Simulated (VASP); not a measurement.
A run of VASP 6.6.1:

INCAR

```
SYSTEM = Ge3Os
ALGO = Normal ; EDIFF = 1E-6
ENCUT = 520 ; GGA = PE
ISIF = 2 ; ISMEAR = 0
LASPH = .TRUE. ; LCHARG = .FALSE.
LREAL = .FALSE. ; LWAVE = .FALSE.
NBANDS = 33 ; NELM = 100
PREC = Accurate ; SIGMA = 0.1
```

The input KPOINTS:

```
k-points
0
G
  6 6 6
  0 0 0
```

Contents of POSCAR:

```
Ge3Os
1.0
   -2.6104332909      2.6104332909      2.6104332909
    2.6104332909     -2.6104332909      2.6104332909
    2.6104332909      2.6104332909     -2.6104332909
Ge Os
3 1
Direct
    0.0000000000      0.5000000000      0.5000000000
    0.5000000000      0.0000000000      0.5000000000
    0.5000000000      0.5000000000      0.0000000000
    0.0000000000      0.0000000000      0.0000000000
```

Potentials or basis: VASP PAW PBE potentials, release 64 (Ge_d, Os).

Run with:

```console
$ cat potpaw_PBE.64/Ge_d/POTCAR potpaw_PBE.64/Os/POTCAR > POTCAR
$ mpirun -np 1 vasp_std > vasp.out
```

Hardware: 1 thread of Intel(R) Xeon(R) Platinum 8259CL CPU @ 2.50GHz (Skylake/Cascade Lake) (shared host).

Question: Estimate the wall time of this run.

Answer: Run time: 66 s on 1 thread of Intel(R) Xeon(R) Platinum 8259CL CPU @ 2.50GHz (Skylake/Cascade Lake), with other jobs on the host, peak memory 0.21 GiB. Counts: scf iterations 13, k points 16.
